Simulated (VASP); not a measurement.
Runs of VASP 6.6.1 on Ga2Cl. The structure is that of space group Fm-3m (No. 225), or close to it. The cells are those of the table. 

| task | cell | k mesh | cutoff (eV) | gap on the mesh (eV) | pressure (GPa) | relaxed volume (Å³/atom) |
| --- | --- | --- | --- | --- | --- | --- |
| single point | a = 5.005 Å, angles 60.0°, 3 atoms | 12 × 12 × 12 | 520 | none | 0.0 | - |
| relaxation of cell and atoms | relaxed from a = 4.982 Å, angles 60.0°, 3 atoms | 12 × 12 × 12 | 600 | none | 0.0 | (a) |
| relaxation of cell and atoms | relaxed from a = 4.388 Å, angles 60.0°, 3 atoms | 6 × 6 × 6 | 600 | none | -0.1 | 29.55 |
| single point | a = 4.388 Å, angles 60.0°, 3 atoms | 6 × 6 × 6 | 520 | none | 17.9 | - |
| single point | a = 4.982 Å, angles 60.0°, 3 atoms | 6 × 6 × 6 | 520 | none | 0.2 | - |

Alike in all rows: level PBE; potentials or basis VASP PAW PBE potentials, release 64 (Ga_d, Cl); no spin polarisation; smearing gaussian 0.1 eV.

Estimate the missing entries.

(a) 29.47.

Caveats: an odd number of electrons without spin polarisation forces a metal; a magnetic or distorted state may lie lower; the volume moved by over 15 % at a fixed basis, so the end points are rough (at least some runs); the cell stands under pressure (at least some runs).

A k mesh can miss the band edges, and the runs leave out spin-orbit coupling on Ga.

A gap of «none» marks levels without a gap at the run's occupations.
